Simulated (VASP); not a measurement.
Ca3Mg, 4 atoms in the cell. It takes space group Pm-3m (No. 221, cubic). Conventional cell: a = 5.202 Å, b = 5.202 Å, c = 5.202 Å, α = 90.00°, β = 90.00°, γ = 90.00°. Mg (site symmetry m-3m) has 12 Ca at 3.68 Å within 4.8 Å. Ca (site symmetry 4/mmm) has 4 Mg at 3.68 Å and 8 Ca at 3.68 Å within 4.8 Å. 

- Program: VASP 6.6.1
- Task: single point
- Functional: PBEsol
- Potentials or basis: VASP PAW PBE potentials, release 64 (Mg, Ca_sv)
- Cutoff: 520 eV
- k mesh: 5 × 5 × 5
- Occupations: fermi-dirac, width 0.05 eV
- Spin: no spin polarisation
- Dipole correction: no
- Further INCAR settings: ALGO = Normal; EDIFF = 1e-06; NBANDS = 24

Potentials or basis: VASP PAW PBE potentials, release 64 (Mg, Ca_sv).

Command:

```console
$ cat potpaw_PBE.64/Mg/POTCAR potpaw_PBE.64/Ca_sv/POTCAR > POTCAR
$ mpirun -np 1 vasp_std > vasp.out
```

Hardware: 1 thread of Intel(R) Xeon(R) Platinum 8375C CPU @ 2.90GHz (Ice Lake) (shared host).

Q: How long does it take, and how much memory?

A: Wall time 49 s on 1 thread of Intel(R) Xeon(R) Platinum 8375C CPU @ 2.90GHz (Ice Lake), on a shared host, peak memory 0.25 GiB. Counts: scf iterations 12, k points 10.
